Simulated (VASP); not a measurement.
Here is a VASP 6.6.1 calculation.

Contents of INCAR:

```
PREC = Accurate ; ENCUT = 520
EDIFF = 1E-6 ; ISMEAR = 0
SIGMA = 0.1 ; LREAL = F
LASPH = T ; NELM = 80
ALGO = Normal ; ISIF = 2
LWAVE = F ; LCHARG = F
GGA = PE ; NBANDS = 56
```

File KPOINTS:

```
Automatic mesh
0
Gamma
  6 6 1
```

The input POSCAR:

```
AlGa2P3
1.0
    3.8831226795      0.0000000000      0.0000000000
   -1.9415613398      3.3628828865      0.0000000000
    0.0000000000      0.0000000000     19.1776970307
Al Ga P
2 4 6
Direct
    0.6666666667      0.3333333333      0.8329962980
    0.3333333333      0.6666666667      0.3329962980
    0.6666666667      0.3333333333      0.1667807533
    0.6666666667      0.3333333333      0.5000744371
    0.3333333333      0.6666666667      0.0000744371
    0.3333333333      0.6666666667      0.6667807533
    0.6666666667      0.3333333333      0.2916068122
    0.6666666667      0.3333333333      0.6247877114
    0.6666666667      0.3333333333      0.9577539980
    0.3333333333      0.6666666667      0.1247877114
    0.3333333333      0.6666666667      0.4577539980
    0.3333333333      0.6666666667      0.7916068122
```

Potentials or basis: VASP PAW PBE potentials, release 64 (Al, Ga_d, P).

Launch:

```console
$ cat potpaw_PBE.64/Al/POTCAR potpaw_PBE.64/Ga_d/POTCAR potpaw_PBE.64/P/POTCAR > POTCAR
$ mpirun -np 1 vasp_std > vasp.out
```

Question: What does it give for the pressure?

Answer: 0.0 GPa.

Question: Estimate the band gap on the k mesh.

Answer: 1.42 eV (least direct gap 1.54 eV).

Question: What does it give for the largest force?

Answer: 0.007 eV/Å.

Forces in eV/Å, atoms in the order of the input:
```
Al   0.000  0.000 -0.002
Al   0.000  0.000 -0.002
Ga   0.000  0.000 -0.002
Ga   0.000  0.000 -0.002
Ga   0.000  0.000 -0.002
Ga   0.000  0.000 -0.002
P    0.000  0.000  0.007
P    0.000  0.000  0.002
P    0.000  0.000 -0.003
P    0.000  0.000  0.002
P    0.000  0.000 -0.003
P    0.000  0.000  0.007
```

Caveat: an odd mesh through Γ misses points on the zone boundary, where band edges can lie.
